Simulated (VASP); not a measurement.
## KMgH3: single point with LDA

Crystal: KMgH3.

```
K Mg H
1.0
     4.12563    0.00000    0.00000
     0.00000    4.12563    0.00000
     0.00000    0.00000    3.92437
K Mg H
1 1 3
Direct
  0.00000 0.00000 0.00000
  0.50000 0.50000 0.50000
  0.00000 0.50000 0.50000
  0.50000 0.00000 0.50000
  0.50000 0.50000 0.00000
```

This cell differs from its parent crystal: strain +0.025 along x and y, -0.025 along z.

| Quantity | Value |
| --- | --- |
| Program | VASP 6.6.1 |
| Task | single point |
| Functional | LDA |
| Potentials or basis | VASP PAW LDA potentials, release 64 (K_sv, Mg, H) |
| Cutoff | 520 eV |
| k mesh | 8 × 8 × 8 |
| Occupations | gaussian, width 0.05 eV |
| Spin | no spin polarisation |

| Property | Result |
| --- | --- |
| Pressure | -3.8 GPa |
| Band gap on the k mesh | 1.99 eV, indirect (least direct gap 4.05 eV) |

Stress tensor (GPa, compression positive):
```
-4.52  0.00  0.00
 0.00 -4.52  0.00
 0.00  0.00 -2.33
```

Levels at points of the mesh, in eV from the valence-band top:
```tsv
k point	band 5	band 6	band 7	band 8	band 9	band 10
(0.00, 0.00, 0.00)	-5.55	-0.57	-0.39	5.17	5.17	5.91
(0.50, 0.00, 0.00)	-4.00	-2.82	0.00	4.75	5.45	5.51
(0.50, 0.50, 0.00)	-3.17	-1.97	-1.97	3.22	6.02	6.88
(0.00, 0.00, 0.50)	-3.70	-2.88	-0.01	4.88	4.88	5.54
(0.50, 0.00, 0.50)	-2.87	-2.12	-1.86	3.27	5.79	6.35
(0.50, 0.50, 0.50)	-2.23	-2.07	-2.07	1.99	5.23	5.23
```

Wall time 75 s on 1 thread of Intel Xeon 8259CL, on a shared host, peak memory 0.21 GiB.

Caveat: the cell differs from its parent crystal (strain +0.025 along x and y, -0.025 along z). A k mesh can miss the band edges.
